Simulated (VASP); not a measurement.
A run of VASP 6.6.1 is set up as follows.

File INCAR:

```
SYSTEM = As
PREC     = Accurate       ! precision mode
ENCUT    = 520            ! plane-wave cutoff, eV
EDIFF    = 1E-6           ! SCF threshold, eV
ISMEAR   = 0              ! smearing method
SIGMA    = 0.1            ! smearing width, eV
LREAL    = .FALSE.        ! projectors in reciprocal space
LASPH    = .TRUE.         ! aspherical terms in the spheres
NELM     = 80             ! most SCF steps
ALGO     = Normal         ! electronic algorithm
ISIF     = 2              ! what is computed and relaxed
LWAVE    = .FALSE.        ! write WAVECAR
LCHARG   = .FALSE.        ! write CHGCAR
GGA      = PS             ! functional
NBANDS   = 8              ! bands
```

File KPOINTS:

```
regular mesh
0
G
  8 8 8
  0 0 0
```

Contents of POSCAR:

```
As
1.0
    2.7036030207      0.0000000000      0.0000000000
    0.0000000000      2.7036030207      0.0000000000
    0.0000000000      0.0000000000      2.7036246220
As
1
Direct
    0.0000000000      0.0000000000      0.0000000000
```

Potentials or basis: VASP PAW PBE potentials, release 64 (As).

Launch:

```console
$ cat potpaw_PBE.64/As/POTCAR > POTCAR
$ mpirun -np 1 vasp_std > vasp.out
```

**Question.** Predict the pressure.

**Answer.** -0.1 GPa.

Caveat: the PAW data sets were made with another functional, which shifts forces and pressure a little.
